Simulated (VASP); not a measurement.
Wanted: the native input for a VASP 6.6.1 run.

```yaml
Task: single point
Functional: PBE
Potentials_or_basis: VASP PAW PBE potentials, release 64 (Hf_pv)
Cutoff: 520 eV
k_mesh: 19 × 19 × 18
Occupations: fermi-dirac, width 0.08 eV
Spin: no spin polarisation
Dipole_correction: no
Further_INCAR_settings: ALGO = Normal; EDIFF = 1e-06; NBANDS = 11
```

The structure of Hf lies in POSCAR:

```
Hf
1.0
    2.2691151321      0.0000000000      0.0000000000
   -1.1345575661      1.9651113486      0.0000000000
    0.0000000000      0.0000000000      2.1805127849
Hf
1
Direct
    0.0000000000      0.0000000000      0.0000000000
```

The input as run:

INCAR

```
SYSTEM = Hf
  ALGO = Normal
  EDIFF = 1E-6
  ENCUT = 520
  GGA = PE
  ISIF = 2
  ISMEAR = -1
  LASPH = .TRUE.
  LCHARG = .TRUE.
  LELF = .TRUE.
  LREAL = .FALSE.
  LVHAR = .TRUE.
  LWAVE = .FALSE.
  NBANDS = 11
  NELM = 60
  PREC = Accurate
  SIGMA = 0.08
```

KPOINTS

```
k-points
0
G
  19 19 18
  0 0 0
```

Potentials or basis: VASP PAW PBE potentials, release 64 (Hf_pv).

Command:

```sh
$ cat potpaw_PBE.64/Hf_pv/POTCAR > POTCAR
$ mpirun -np 1 vasp_std > vasp.out
```

It gave:

- Pressure: 417.0 GPa
- Band gap on the k mesh: zero (band 5 reaches 15.66 eV, above the bottom of band 6 at 10.76 eV)

Caveat: spin-orbit coupling is left out, which moves the levels of the heavy elements.

Wall time 48 s on 1 thread of Intel Xeon 8259CL (shared host), peak memory 0.16 GiB.
